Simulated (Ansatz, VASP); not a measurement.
# GaP: VASP beside Ansatz

Contents of INCAR:

```
PREC = Accurate
ENCUT = 520
EDIFF = 1E-7
ISMEAR = 0
SIGMA = 0.027000000000000003
LREAL = False
LASPH = True
NELM = 60
ALGO = Normal
ISIF = 2
LWAVE = False
LCHARG = True
GGA = PE
LELF = True
LVHAR = True
NBANDS = 16
```

KPOINTS

```
regular mesh
0
Gamma
  8 8 8
```

Contents of POSCAR:

```
GaP
1.0
    0.0000000000      2.7252500000      2.7252500000
    2.7252500000      0.0000000000      2.7252500000
    2.7252500000      2.7252500000      0.0000000000
Ga P
1 1
Direct
    0.0000000000      0.0000000000      0.0000000000
    0.7500000000      0.7500000000      0.7500000000
```

input.yaml

```yaml
crystal:
  lattice:
    - [0.0, 2.72525, 2.72525]
    - [2.72525, 0.0, 2.72525]
    - [2.72525, 2.72525, 0.0]
  atoms:
    - { symbol: Ga, position: [0.0, 0.0, 0.0] }
    - { symbol: P, position: [0.75, 0.75, 0.75] }
kpoints:
  mp_grid: { grid: [8, 8, 8] }
scf:
  occupations: { method: gaussian, width: 0.027 }
hamiltonian:
  xc: pbe
  pseudopotentials: { kind: all_electron, lapw: { basis_error: 0.001 } }
output:
  forces: true
  stress: true
  eigenvalues: true
```

Alike in both runs: task single point; functional PBE; k mesh 8 × 8 × 8; occupations gaussian, width 0.027 eV; no spin polarisation.

|  | VASP | Ansatz |
| --- | --- | --- |
| version | VASP 6.6.1 | Ansatz 0.2.0 |
| potentials or method | VASP PAW PBE potentials, release 64 (Ga_d, P), cutoff 520 eV | all-electron LAPW, scalar-relativistic |

```csv
,VASP,Ansatz,Ansatz less VASP
gap on the k mesh at the Fermi level (eV),1.64,1.64,+0.003
least direct gap on the mesh (eV),1.83,1.83,+0.004
pressure (GPa),2.5,2.5,0.00
```

Ansatz ran all-electron here, and VASP with PAW potentials.
